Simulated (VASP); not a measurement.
Pt: vibrations by perturbation theory with PBE

The system is Pt.

```
Pt
1.0
     2.75854    0.00000    0.00000
    -1.37927    2.38897    0.00000
     0.00000    0.00000    4.78138
Pt
2
Direct
  0.66667 0.33333 0.75000
  0.33333 0.66667 0.25000
```

This isn't the form of Pt at room conditions, which is fcc.

```yaml
Program: VASP 6.6.1
Task: vibrations by perturbation theory
Functional: PBE
Potentials_or_basis: VASP PAW PBE potentials, release 64 (Pt)
Cutoff: 520 eV
k_mesh: 18 × 18 × 10
Occupations: gaussian, width 0.15 eV
Spin: no spin polarisation
Dipole_correction: no
Further_INCAR_settings: ALGO = Fast; EDIFF = 1e-08; IBRION = 8; NSW = 1
```

| Item | Value |
| --- | --- |
| Highest phonon frequency at Γ | 166 cm⁻¹ |
| Most unstable mode | 24i cm⁻¹ |

Phonon frequencies in cm⁻¹ (negative: imaginary):
| q point | frequencies |
| --- | --- |
| (0.000, 0.000, 0.000) | -24 -24 0 0 0 166 |

Run time: 16 min on 1 thread of Oxide Virtual Turin-like Processor (shared host), peak memory 0.84 GiB.

Caveat: some modes are imaginary.
